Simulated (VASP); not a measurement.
A run of VASP 6.6.1 is set up as follows.

INCAR

```
ALGO     = Fast           # electronic algorithm
EDIFF    = 1E-7           # SCF threshold, eV
ENCUT    = 520            # plane-wave cutoff, eV
ISIF     = 2              # what is computed and relaxed
ISMEAR   = 0              # smearing method
LASPH    = True           # aspherical terms in the spheres
LCHARG   = False          # write CHGCAR
LREAL    = False          # projectors in reciprocal space
LWAVE    = False          # write WAVECAR
NBANDS   = 40             # bands
NELECT   = 56.0         
NELM     = 60             # most SCF steps
PREC     = Accurate       # precision mode
SIGMA    = 0.05           # smearing width, eV
```

The input KPOINTS:

```
k-points
0
Gamma
  6 6 6
```

Contents of POSCAR:

```
Mg4HO8
1.0
   -3.1159510607     -1.7989951837      3.4255732540
    3.1159510607     -1.7989951837      3.4255732540
    0.0000000000      3.5979903674      3.4255732540
Mg O H
4 8 1
Direct
    0.0000000000      0.0000000000      0.0000000000
    0.5000000000      0.5000000000      0.0000000000
    0.5000000000      0.0000000000      0.5000000000
    0.0000000000      0.5000000000      0.5000000000
    0.4294242759      0.4294242759      0.4294242759
    0.9294242759      0.9294242759      0.4294242759
    0.9294242759      0.4294242759      0.9294242759
    0.4294242759      0.9294242759      0.9294242759
    0.5705757241      0.5705757241      0.5705757241
    0.0705757241      0.0705757241      0.5705757241
    0.0705757241      0.5705757241      0.0705757241
    0.5705757241      0.0705757241      0.0705757241
    1.1250207325      1.1666873991      0.2083540658
```

Potentials or basis: VASP PAW LDA potentials, release 64 (Mg, O, H).

Command:

```console
$ cat potpaw_LDA.64/Mg/POTCAR potpaw_LDA.64/O/POTCAR potpaw_LDA.64/H/POTCAR > POTCAR
$ mpirun -np 1 vasp_std > vasp.out
```

Problem. Estimate the largest force.

Solution. 2.846 eV/Å.

Forces on the atoms (eV/Å):
```
Mg  -0.196 -0.334 -2.819
Mg   0.007 -0.137  0.084
Mg  -0.164  0.099  0.156
Mg   0.242  0.130  0.297
O   -0.008 -0.005 -0.050
O    0.116 -1.240 -0.908
O   -0.642  0.517 -0.614
O    0.410  0.275 -0.414
O    0.008  0.016  0.111
O    0.062 -0.989  1.120
O   -0.479  0.361  0.802
O    0.281  0.190  0.570
H    0.364  1.117  1.665
```

Caveat: the cell carries a net charge on a neutralising background, which shifts energy and pressure.
